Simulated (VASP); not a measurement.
Wanted: the native input for a VASP 6.6.1 run.

```yaml
Task: single point
Functional: LDA
Potentials_or_basis: VASP PAW LDA potentials, release 64 (C, H)
Cutoff: 520 eV
k_mesh: 4 × 4 × 1
Occupations: gaussian, width 0.05 eV
Spin: no spin polarisation
Dipole_correction: yes
Further_INCAR_settings: LREAL = Auto; ALGO = Fast; EDIFF = 1e-06; NBANDS = 108
```

The structure of HC20 lies in POSCAR:

```
HC20
1.0
    7.2015518731      0.0000000000      0.0000000000
   -3.3194130427      7.7907812636      0.0000000000
    0.0000000000      0.0000000000     22.7916832250
C H
40 2
Direct
    0.2501129010      0.1667043003      0.1755026147
    0.2501129010      0.6667043003      0.1755026147
    0.7501129009      0.1667043003      0.1755026147
    0.7501129009      0.6667043003      0.1755026147
    0.2498870990      0.3332956997      0.1755026147
    0.2498870990      0.8332956997      0.1755026147
    0.7498870990      0.3332956997      0.1755026147
    0.7498870990      0.8332956997      0.1755026147
    0.2501129010      0.4167043003      0.2291325538
    0.2501129010      0.9167043003      0.2291325538
    0.7501129009      0.4167043003      0.2291325538
    0.7501129009      0.9167043003      0.2291325538
    0.2498870990      0.0832956997      0.2291325538
    0.2498870991      0.5832956997      0.2291325538
    0.7498870990      0.0832956997      0.2291325538
    0.7498870990      0.5832956997      0.2291325538
    0.2500458055      0.1676520614      0.2827258575
    0.2500458055      0.6676520614      0.2827258575
    0.7500458055      0.1676520614      0.2827258575
    0.7500458055      0.6676520614      0.2827258575
    0.2499541945      0.3323479386      0.2827258575
    0.2499541945      0.8323479386      0.2827258575
    0.7499541945      0.3323479386      0.2827258575
    0.7499541945      0.8323479386      0.2827258575
    0.2500622594      0.4183368654      0.3365410697
    0.2500622594      0.9183368654      0.3365410697
    0.7500622594      0.4183368654      0.3365410697
    0.7500622594      0.9183368654      0.3365410697
    0.2499377406      0.0816631346      0.3365410697
    0.2499377406      0.5816631346      0.3365410697
    0.7499377406      0.0816631346      0.3365410697
    0.7499377406      0.5816631346      0.3365410697
    0.2501903787      0.1771682769      0.3857408485
    0.2501903787      0.6771682769      0.3857408485
    0.7501903787      0.1771682769      0.3857408485
    0.7501903787      0.6771682769      0.3857408485
    0.2498096213      0.3228317231      0.3857408485
    0.2498096213      0.8228317231      0.3857408485
    0.7498096213      0.3228317231      0.3857408485
    0.7498096213      0.8228317231      0.3857408485
    0.9998096213      0.2844540147      0.4756859385
    0.9998096213      0.3612094315      0.4756859385
```

One way to write it, as run:

INCAR

```
SYSTEM = HC20
ALGO = Fast
DIPOL = 0.5 0.5 0.291
EDIFF = 1E-6
ENCUT = 520
IDIPOL = 3
ISIF = 2
ISMEAR = 0
LASPH = .TRUE.
LCHARG = .FALSE.
LDIPOL = .TRUE.
LREAL = Auto
LWAVE = .FALSE.
NBANDS = 108
NELM = 80
PREC = Accurate
SIGMA = 0.05
```

KPOINTS

```
k-points
0
G
  4 4 1
  0 0 0
```

Potentials or basis: VASP PAW LDA potentials, release 64 (C, H).

Command:

```console
$ cat potpaw_LDA.64/C/POTCAR potpaw_LDA.64/H/POTCAR > POTCAR
$ mpirun -np 1 vasp_std > vasp.out
```

It gave:

* Largest force: 6.942 eV/Å
* Band gap on the k mesh: 0.01 eV

Caveat: the smearing spreads over this small gap.

Wall time 100 min on 1 thread of Oxide Virtual Turin-like Processor, on a shared host, peak memory 1.3 GiB.
